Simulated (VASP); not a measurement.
## Ca: single point with PBE

Ca:

```
Ca
1.0
    -2.15007    2.15007    2.08631
     2.15007   -2.15007    2.08631
     2.15007    2.15007   -2.08631
Ca
1
Direct
  0.50000 0.50000 0.00000
```

This cell differs from its parent crystal: strain -0.025 along x and y, -0.050 along z.

| Property | Result |
| --- | --- |
| Program | VASP 6.6.1 |
| Task | single point |
| Functional | PBE |
| Potentials or basis | VASP PAW PBE potentials, release 64 (Ca_sv) |
| Cutoff | 520 eV |
| k mesh | 16 × 16 × 16 |
| Occupations | gaussian, width 0.15 eV |
| Spin | no spin polarisation |
| Dipole correction | no |
| Further INCAR settings | ALGO = Fast; EDIFF = 1e-06; NBANDS = 11 |

- Pressure: 1.7 GPa
- Band gap on the k mesh: zero (band 5 reaches 2.72 eV, above the bottom of band 6 at 2.30 eV)

Levels at points of the mesh, in eV from the Fermi level:
```
           k point  band 3  band 4  band 5  band 6  band 7  band 8
(0.00, 0.00, 0.00)  -22.75  -22.75   -4.24    2.32    2.48    2.48
(0.50, 0.00, 0.00)  -22.81  -22.75   -0.94    0.10    1.30    3.53
(0.50, 0.50, 0.00)  -22.81  -22.74   -1.00   -0.01    1.49    3.37
(0.50, 0.50, 0.50)  -22.89  -22.88   -0.10   -0.03    4.13    4.13
```

Wall time 90 s on 1 thread of Intel(R) Xeon(R) Platinum 8375C CPU @ 2.90GHz (Ice Lake), with other jobs on the host, peak memory 0.27 GiB.

Caveat: the cell differs from its parent crystal (strain -0.025 along x and y, -0.050 along z).
